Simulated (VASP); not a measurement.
# InAs (P6_3/mmc) in VASP: notebook

The runs below take InAs through single point, with PBEsol.

Program: VASP 6.6.1. These are calculated values, not measurements. Logs are shortened: lines on timing, memory, paths and dates and some standing lists are left out, and cuts for length are marked.

## (1) The cell of the first run

It takes space group P6_3/mmc (No. 194, hexagonal). Conventional cell: a = 3.965 Å, b = 3.965 Å, c = 6.849 Å, α = 90.00°, β = 90.00°, γ = 120.00°. In (site symmetry -3m) has 6 As at 2.86 Å and 2 In at 3.42 Å within 3.8 Å. Within 3.8 Å of As (site symmetry -6m2) lie 6 In at 2.86 Å.

## (2) Single point, PBEsol

File INCAR:

```
SYSTEM = InAs
PREC = Accurate ; ENCUT = 500
EDIFF = 1E-6 ; ISMEAR = 1
SIGMA = 0.001 ; LREAL = .FALSE.
LASPH = .TRUE. ; NELM = 120
ALGO = Normal ; ISIF = 2
LWAVE = .FALSE. ; LCHARG = .FALSE.
GGA = PS ; NBANDS = 26
GGA_COMPAT = .FALSE.
```

File KPOINTS:

```
Automatic mesh
0
G
  6 6 4
  0 0 0
```

File POSCAR:

```
InAs
1.0
    3.9653011097      0.0000000000      0.0000000000
   -1.9826505549      3.4340514946      0.0000000000
    0.0000000000      0.0000000000      6.8488974507
In As
2 2
Direct
    0.0000000000      0.0000000000      0.0000000000
    0.0000000000      0.0000000000      0.5000000000
    0.3333333333      0.6666666667      0.2500000000
    0.6666666667      0.3333333333      0.7500000000
```

Potentials or basis: VASP PAW PBE potentials, release 64 (In_d, As).

On the command line:

```sh
cat potpaw_PBE.64/In_d/POTCAR potpaw_PBE.64/As/POTCAR > POTCAR
mpirun -np 1 vasp_std > vasp.out
```

OUTCAR:

```text
SYSTEM = InAs
   PREC = Accurate
   ENCUT = 500
   EDIFF = 1E-6
   ISMEAR = 1
   LREAL = .FALSE.
   LASPH = .TRUE.
   NELM = 120
   ISIF = 2
   GGA = PS

 ion  position               nearest neighbor table
   1  0.000  0.000  0.000-   3 2.86   4 2.86   3 2.86   4 2.86   4 2.86   3 2.86   2 3.42   2 3.42

   2  0.000  0.000  0.500-   3 2.86   4 2.86   3 2.86   4 2.86   4 2.86   3 2.86   1 3.42   1 3.42

   3  0.333  0.667  0.250-   1 2.86   2 2.86   1 2.86   2 2.86   1 2.86   2 2.86
   4  0.667  0.333  0.750-   1 2.86   2 2.86   1 2.86   2 2.86   1 2.86   2 2.86

  LATTYP: Found a hexagonal cell.
 ALAT       =     3.9653011097
 C/A-ratio  =     1.7272074078

  Lattice vectors:

 A1 = (   3.9653011097,   0.0000000000,   0.0000000000)
 A2 = (  -1.9826505549,   3.4340514946,   0.0000000000)
 A3 = (   0.0000000000,   0.0000000000,   6.8488974507)

Analysis of symmetry for initial positions (statically):
=====================================================================
 Subroutine PRICEL returns:
 Original cell was already a primitive cell.

 Routine SETGRP: Setting up the symmetry group for a
 hexagonal supercell.

 Subroutine GETGRP returns: Found 24 space group operations
 (whereof 12 operations were pure point group operations)
 out of a pool of 24 trial point group operations.

The static configuration has the point symmetry D_3d.
 The point group associated with its full space group is D_6h.

Analysis of symmetry for dynamics (positions and initial velocities):
=====================================================================
 Subroutine PRICEL returns:
 Original cell was already a primitive cell.

 Routine SETGRP: Setting up the symmetry group for a
 hexagonal supercell.

 Subroutine GETGRP returns: Found 24 space group operations
 (whereof 12 operations were pure point group operations)
 out of a pool of 24 trial point group operations.

The dynamic configuration has the point symmetry D_3d.
 The point group associated with its full space group is D_6h.

 Subroutine INISYM returns: Found 24 space group operations
 (whereof 12 operations are pure point group operations),
 and found     1 'primitive' translations

----------------------------------------------------------------------------------------

                                     Primitive cell

  volume of cell :      93.2618

  direct lattice vectors                    reciprocal lattice vectors
     3.965301110  0.000000000  0.000000000     0.252187658  0.145600612  0.000000000
    -1.982650555  3.434051495  0.000000000     0.000000000  0.291201224  0.000000000
     0.000000000  0.000000000  6.848897451     0.000000000  0.000000000  0.146008902

  length of vectors
     3.965301110  3.965301110  6.848897451     0.291201224  0.291201224  0.146008902

  position of ions in fractional coordinates (direct lattice)
     0.000000000  0.000000000  0.000000000
     0.000000000  0.000000000  0.500000000
     0.333333333  0.666666667  0.250000000
     0.666666667  0.333333333  0.750000000

  ion indices of the primitive-cell ions
   primitive index   ion index
                 1           1
                 2           2
                 3           3
                 4           4

----------------------------------------------------------------------------------------

 KPOINTS: Automatic mesh

Automatic generation of k-mesh.
 Grid dimensions read from file:
 generate k-points for:    6    6    4

 Generating k-lattice:

  Cartesian coordinates                     Fractional coordinates (reciprocal lattice)
     0.042031276  0.024266769  0.000000000     0.166666667  0.000000000  0.000000000
     0.000000000  0.048533537  0.000000000     0.000000000  0.166666667  0.000000000
     0.000000000  0.000000000  0.036502226     0.000000000  0.000000000  0.250000000

  Length of vectors
     0.048533537  0.048533537  0.036502226

  Shift w.r.t. Gamma in fractional coordinates (k-lattice)
     0.000000000  0.000000000  0.000000000

 Subroutine IBZKPT returns following result:
 ===========================================

 Found     21 irreducible k-points:

 Following reciprocal coordinates:
            Coordinates               Weight
  0.000000  0.000000  0.000000      1.000000
  0.166667 -0.000000  0.000000      6.000000
  0.333333 -0.000000  0.000000      6.000000
  0.500000  0.000000  0.000000      3.000000
  0.166667  0.166667  0.000000      6.000000
  0.333333  0.166667  0.000000     12.000000
[... 13 lines left out ...]
  0.333333  0.166667  0.500000     12.000000
  0.333333  0.333333  0.500000      2.000000
   k-points           NKPTS =     21   k-points in BZ     NKDIM =     21   number of bands    NBANDS=     26
   number of dos      NEDOS =    301   number of ions     NIONS =      4
   total plane-waves  NPLWV =  45000
   dimension x,y,z NGX =    30 NGY =   30 NGZ =   50
   dimension x,y,z NGXF=    60 NGYF=   60 NGZF=  100
   ions per type =               2   2
   NGX,Y,Z   is equivalent  to a cutoff of  12.58, 12.58, 12.14 a.u.
   NGXF,Y,Z  is equivalent  to a cutoff of  25.16, 25.16, 24.27 a.u.
 SYSTEM =  InAs
   PREC   = accura    normal or accurate (medium, high low for compatibility)
   ISTART =      0    job   : 0-new  1-cont  2-samecut
   ICHARG =      2    charge: 1-file 2-atom 10-const
   ISPIN  =      1    spin polarized calculation?
   LNONCOLLINEAR =      F non collinear calculations
   LSORBIT =      F    spin-orbit coupling
   LASPH  =      T    aspherical Exc in radial PAW
   ENCUT  =  500.0 eV  36.75 Ry    6.06 a.u.   7.23  7.23 12.49*2*pi/ulx,y,z
   NELM   =    120;   NELMIN=  2; NELMDL= -5     # of ELM steps
   EDIFF  = 0.1E-05   stopping-criterion for ELM
   LREAL  =      F    real-space projection
   EDIFFG = 0.1E-04   stopping-criterion for IOM
   NSW    =      0    number of steps for IOM
   IBRION =     -1    ionic relax: 0-MD 1-quasi-New 2-CG
   NFREE  =      0    steps in history (QN), initial steepest desc. (CG)
   ISIF   =      2    stress and relaxation
   ISYM   =      2    0-nonsym 1-usesym 2-fastsym
   POTIM  = 0.5000    time-step for ionic-motion
   TEBEG  =    0.0;   TEEND  =   0.0 temperature during run
   PSTRESS=    0.0 pullay stress
   NELECT =      36.0000    total number of electrons
   NUPDOWN=      -1.0000    fix difference up-down
   EMIN   =  10.00;   EMAX   =-10.00  energy-range for DOS
   EFERMI =   0.00;   METHOD = LEGACY
   ISMEAR =     1;   SIGMA  =   0.00  broadening in eV -4-tet -1-fermi 0-gaus
   EFERMI_NEDOS =   21; number of points for ismear=-14 and -15
   IALGO  =     38    algorithm
   IMIX   =      4    mixing-type and parameters
     AMIX     =   0.40;   BMIX     =  1.00
     AMIX_MAG =   1.60;   BMIX_MAG =  1.00
  volume/ion in A,a.u.               =      23.32       157.34
  Fermi-wavevector in a.u.,A,eV,Ry     =   1.191995  2.252544 19.331868  1.420852
  Thomas-Fermi vector in A             =   2.328044
   LORBIT       =      0    0 simple, 1 ext, 2 COOP (PROOUT), +10 PAW based schemes
   GGA     = PS    functional components
   LHFCALC =     F    Hartree Fock is set to
   AEXX    =    0.0000 exact exchange contribution
   IVDW    =     0    specifies the selected vdW correction
   LEPSILON=     F    determine dielectric tensor
   LRPA    =     F    only Hartree local field effects (RPA)
 non-spin polarized calculation
 Methfessel and Paxton  Order N= 1 SIGMA  =   0.00
  energy-cutoff  :      500.00
  volume of cell :       93.26
 maximum number of plane-waves:      2400
 NGX is ok and might be reduce to    30
   NGX = 15   NGY = 15   NGZ = 25

 number of electron      35.9999973 magnetization

 Free energy of the ion-electron system (eV)
  ---------------------------------------------------
  ext. energy  EPLUGINS =         0.00000000
  ---------------------------------------------------
  free energy    TOTEN  =       -16.24615593 eV

  energy without entropy =      -16.24613243  energy(sigma->0) =      -16.24614810

 E-fermi :   6.0059     XC(G=0): -10.3316

 val. band max:        6.0059249806   @ k =   0.3333  -0.0000   0.2500
 cond. band min:       6.1686461772   @ k =   0.0000   0.0000   0.5000
 fundamental gap:      0.1627211967
 Fermi energy:         6.0059249806

 k-point     1 :       0.0000    0.0000    0.0000
  band No.  band energies     occupation
      1      -8.3580      2.00000
      2      -8.2905      2.00000
      3      -8.2905      2.00000
      4      -8.2087      2.00000
      5      -8.2087      2.00000
      6      -8.1958      2.00000
[... 18 lines left out ...]
     25      11.9451      0.00000
     26      12.2032      0.00000

 k-point     2 :       0.1667   -0.0000    0.0000
  band No.  band energies     occupation
      1      -8.3602      2.00000
      2      -8.3494      2.00000
      3      -8.2876      2.00000
      4      -8.2208      2.00000
      5      -8.2031      2.00000
      6      -8.1926      2.00000
[... 18 lines left out ...]
     25      12.2095      0.00000
     26      12.3026      0.00000

 k-point     3 :       0.3333   -0.0000    0.0000
  band No.  band energies     occupation
      1      -8.4855      2.00000
      2      -8.3338      2.00000
      3      -8.2905      2.00000
      4      -8.2492      2.00000
      5      -8.2164      2.00000
      6      -8.1686      2.00000
[... 18 lines left out ...]
     25      13.3766      0.00000
     26      13.9936      0.00000

 k-point     4 :       0.5000    0.0000    0.0000
  band No.  band energies     occupation
      1      -8.5421      2.00000
      2      -8.3267      2.00000
      3      -8.2943      2.00000
      4      -8.2645      2.00000
      5      -8.2225      2.00000
      6      -8.1627      2.00000
[... 18 lines left out ...]
     25      12.8214      0.00000
     26      14.7353      0.00000

 k-point     5 :       0.1667    0.1667    0.0000
  band No.  band energies     occupation
      1      -8.4381      2.00000
      2      -8.3372      2.00000
      3      -8.3070      2.00000
      4      -8.2315      2.00000
      5      -8.2077      2.00000
      6      -8.1825      2.00000
[... 18 lines left out ...]
     25      13.2436      0.00000
     26      13.5656      0.00000

 k-point     6 :       0.3333    0.1667    0.0000
  band No.  band energies     occupation
      1      -8.5006      2.00000
      2      -8.3370      2.00000
      3      -8.3249      2.00000
      4      -8.2429      2.00000
      5      -8.2088      2.00000
      6      -8.1776      2.00000
[... 340 lines left out ...]
 k-point    18 :       0.5000    0.0000    0.5000
  band No.  band energies     occupation
      1      -8.4039      2.00000
      2      -8.4039      2.00000
      3      -8.2275      2.00000
      4      -8.2275      2.00000
      5      -8.2159      2.00000
      6      -8.2159      2.00000
[... 18 lines left out ...]
     25      12.3174      0.00000
     26      12.3174      0.00000

 k-point    19 :       0.1667    0.1667    0.5000
  band No.  band energies     occupation
      1      -8.3391      2.00000
      2      -8.3391      2.00000
      3      -8.2377      2.00000
      4      -8.2377      2.00000
      5      -8.2000      2.00000
      6      -8.2000      2.00000
[... 18 lines left out ...]
     25      12.9389      0.00000
     26      12.9389      0.00000

 k-point    20 :       0.3333    0.1667    0.5000
  band No.  band energies     occupation
      1      -8.3843      2.00000
      2      -8.3843      2.00000
      3      -8.2453      2.00000
      4      -8.2453      2.00000
      5      -8.1992      2.00000
      6      -8.1992      2.00000
[... 18 lines left out ...]
     25      14.3331      0.00000
     26      14.3439      0.00000

 k-point    21 :       0.3333    0.3333    0.5000
  band No.  band energies     occupation
      1      -8.3787      2.00000
      2      -8.3787      2.00000
      3      -8.2666      2.00000
      4      -8.2666      2.00000
      5      -8.1771      2.00000
      6      -8.1771      2.00000
[... 18 lines left out ...]
     25      14.2837      0.00000
     26      14.2837      0.00000

------------------------ aborting loop because EDIFF is reached ----------------------------------------

  FORCE on cell =-STRESS in cart. coord.  units (eV):
  Direction    XX          YY          ZZ          XY          YZ          ZX
  --------------------------------------------------------------------------------------
  -------------------------------------------------------------------------------------
  Total       -0.8154484     -0.8154484     -0.1990779      0.0000000      0.0000000     -0.0000000
  in kB      -14.0088805    -14.0088805     -3.4200313      0.0000000      0.0000000     -0.0000000
  external PRESSURE =     -10.4792641 kB  Pullay stress =       0.0000000 kB

 VOLUME and BASIS-vectors are now :
 -----------------------------------------------------------------------------
  energy-cutoff  :      500.00
  volume of cell :       93.26
      direct lattice vectors                 reciprocal lattice vectors
     3.965301110  0.000000000  0.000000000     0.252187658  0.145600612  0.000000000
    -1.982650555  3.434051495  0.000000000     0.000000000  0.291201224  0.000000000
     0.000000000  0.000000000  6.848897451     0.000000000  0.000000000  0.146008902

 POSITION                                       TOTAL-FORCE (eV/Angst)
 -----------------------------------------------------------------------------------
      0.00000      0.00000      0.00000         0.000000      0.000000     -0.000000
      0.00000      0.00000      3.42445         0.000000      0.000000     -0.000000
     -0.00000      2.28937      1.71222         0.000000     -0.000000      0.000000
      1.98265      1.14468      5.13667        -0.000000      0.000000      0.000000
 -----------------------------------------------------------------------------------
    total drift:                                0.000000      0.000000      0.000000

  FREE ENERGIE OF THE ION-ELECTRON SYSTEM (eV)
  ---------------------------------------------------
  free  energy   TOTEN  =       -16.2461559339 eV

  energy  without entropy=      -16.2461324260  energy(sigma->0) =      -16.24614810
```

It took 23 s on 1 thread of Intel Xeon 6975P-C (Granite Rapids), shared host; peak memory 0.21 GiB.

Results:

```yaml
Free_energy: -16.2462 eV
Pressure: -1.0 GPa
Band_gap_on_the_k_mesh: zero (band 18 reaches 6.53 eV, above the bottom of band 19 at 3.50 eV)
```

Levels at points of the mesh, in eV from the Fermi level:
```tsv
k point	band 14	band 15	band 16	band 17	band 18	band 19	band 20	band 21	band 22	band 23
(0.00, 0.00, 0.00)	-0.86	-0.56	-0.16	-0.16	0.43	0.43	2.17	4.88	4.88	5.67
(0.50, 0.00, 0.00)	-4.38	-3.70	-3.58	-2.07	0.22	1.26	1.90	2.16	3.36	5.03
(0.00, 0.00, 0.50)	-4.58	0.16	0.16	0.16	0.16	1.92	1.92	4.83	4.83	4.83
(0.50, 0.00, 0.50)	-6.07	-1.72	-1.72	-1.23	-1.23	-0.15	-0.15	3.66	3.66	6.06
```

Caveat: the PAW data sets were made with another functional, which shifts forces and pressure a little; spin-orbit coupling is left out, which moves the levels of the heavy elements.

## (3) Single point, PBEsol

File INCAR:

```
ALGO = Normal ; EDIFF = 1E-6
ENCUT = 500 ; GGA = PS
GGA_COMPAT = F ; ISIF = 2
ISMEAR = 1 ; LASPH = T
LCHARG = F ; LREAL = F
LWAVE = F ; NBANDS = 26
NELM = 120 ; PREC = Accurate
SIGMA = 0.001
```

File KPOINTS:

```
k-points
0
Gamma
  6 6 4
```

POSCAR is that of step 2.

Potentials or basis: VASP PAW PBE potentials, release 64 (In_d, As).

On the command line:

```sh
cat potpaw_PBE.64/In_d/POTCAR potpaw_PBE.64/As/POTCAR > POTCAR
mpirun -np 1 vasp_std > vasp.out
```

Wall time 23 s (1 thread of Intel Xeon 6975P-C (Granite Rapids), shared host); peak memory 0.21 GiB.

Results (log left out):

| Item | Value |
| --- | --- |
| Free energy | -16.2462 eV |
| Pressure | -1.0 GPa |
| Band gap on the k mesh | zero (band 18 reaches 6.53 eV, above the bottom of band 19 at 3.50 eV) |

Stress tensor (GPa, compression positive):
```
-1.40  0.00  0.00
 0.00 -1.40  0.00
 0.00  0.00 -0.34
```

Levels at points of the mesh, in eV from the Fermi level:
```csv
k point,band 14,band 15,band 16,band 17,band 18,band 19,band 20,band 21,band 22,band 23
"(0.00, 0.00, 0.00)",-0.86,-0.56,-0.16,-0.16,0.43,0.43,2.17,4.88,4.88,5.67
"(0.50, 0.00, 0.00)",-4.38,-3.70,-3.58,-2.07,0.22,1.26,1.90,2.16,3.36,5.03
"(0.00, 0.00, 0.50)",-4.58,0.16,0.16,0.16,0.16,1.92,1.92,4.83,4.83,4.83
"(0.50, 0.00, 0.50)",-6.07,-1.72,-1.72,-1.23,-1.23,-0.15,-0.15,3.66,3.66,6.06
```

Caveat: the PAW data sets were made with another functional, which shifts forces and pressure a little; spin-orbit coupling is left out, which moves the levels of the heavy elements.

(Continued in part 2 of 2.)
